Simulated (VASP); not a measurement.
SrCa:

```xyz
2
Lattice="2.0674 1.1936 6.7350 -2.0674 1.1936 6.7350 0.0000 -2.3872 6.7350" Properties=species:S:1:pos:R:3 pbc="T T T"
Sr    0.0000    0.0000   10.1025
Ca    0.0000    0.0000    0.0000
```

- Program: VASP 6.6.1
- Task: relaxation of volume and atoms at fixed shape
- Functional: LDA
- Potentials or basis: VASP PAW LDA potentials, release 64 (Sr_sv, Ca_sv)
- Cutoff: 600 eV
- k mesh: 6 × 6 × 6
- Occupations: gaussian, width 0.1 eV
- Spin: no spin polarisation

At the start: pressure -1.8 GPa; volume 49.86 Å³/atom.

How do energy, volume and symmetry change on relaxing?

Over 4 steps the energy falls by 43.9 meV/atom and the volume is 42.97 Å³/atom (-13.8 %); space group R-3m (No. 166, to 0.05 Å).

Step by step:
```tsv
step	energy change (eV)	largest force (eV/Å)	pressure (GPa)	volume (Å³)
1	0.0000	0.0000	-1.84	99.72
2	-0.0707	0.0000	-0.92	91.67
3	-0.0877	0.0000	-0.11	86.56
4	-0.0879	0.0000	0.01	85.93
```

Final structure:
```
CELL_PARAMETERS angstrom
1.96736 1.13586 6.40918
-1.96736 1.13586 6.40918
0.00000 -2.27172 6.40918
ATOMIC_POSITIONS crystal
Sr 0.50000 0.50000 0.50000
Ca 0.00000 0.00000 0.00000
```
